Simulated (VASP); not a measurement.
Write the native input for VASP 6.6.1 that does the following.

| Item | Value |
| --- | --- |
| Task | single point |
| Functional | PBE |
| Potentials or basis | VASP PAW PBE potentials, release 64 (Al, N) |
| Cutoff | 520 eV |
| k mesh | 9 × 9 × 4 |
| Occupations | gaussian, width 0.01 eV |
| Spin | no spin polarisation |
| Dipole correction | no |
| Further INCAR settings | ALGO = Normal; EDIFF = 1e-06; NBANDS = 16 |

The structure of AlN lies in POSCAR:

```
AlN
1.0
    2.8268739258      0.0000000000      0.0000000000
   -1.4134369629      2.4481446330      0.0000000000
    0.0000000000      0.0000000000      4.8337724975
Al N
2 2
Direct
    0.0000000000      0.0000000000      0.0000000000
    0.0000000000      0.0000000000      0.5000000000
    0.3333333333      0.6666666667      0.2500000000
    0.6666666667      0.3333333333      0.7500000000
```

The input as run:

INCAR

```
SYSTEM = AlN
PREC = Accurate
ENCUT = 520
EDIFF = 1E-6
ISMEAR = 0
SIGMA = 0.01
LREAL = .False.
LASPH = .True.
NELM = 60
ALGO = Normal
ISIF = 2
LWAVE = .False.
LCHARG = .False.
GGA = PE
NBANDS = 16
```

KPOINTS

```
Automatic mesh
0
Gamma
  9 9 4
  0 0 0
```

Potentials or basis: VASP PAW PBE potentials, release 64 (Al, N).

The run is started by

```bash
$ cat potpaw_PBE.64/Al/POTCAR potpaw_PBE.64/N/POTCAR > POTCAR
$ mpirun -np 1 vasp_std > vasp.out
```

Results of the run:

```json
{"Pressure": "7.5 GPa", "Band gap on the k mesh": "5.13 eV (least direct gap 5.26 eV)"}
```

Caveat: the cell stands under pressure; an odd mesh through Γ misses points on the zone boundary, where band edges can lie.

Wall time 18 s on 1 thread of Intel(R) Xeon(R) 6975P-C (Granite Rapids) (shared host), peak memory 0.14 GiB.
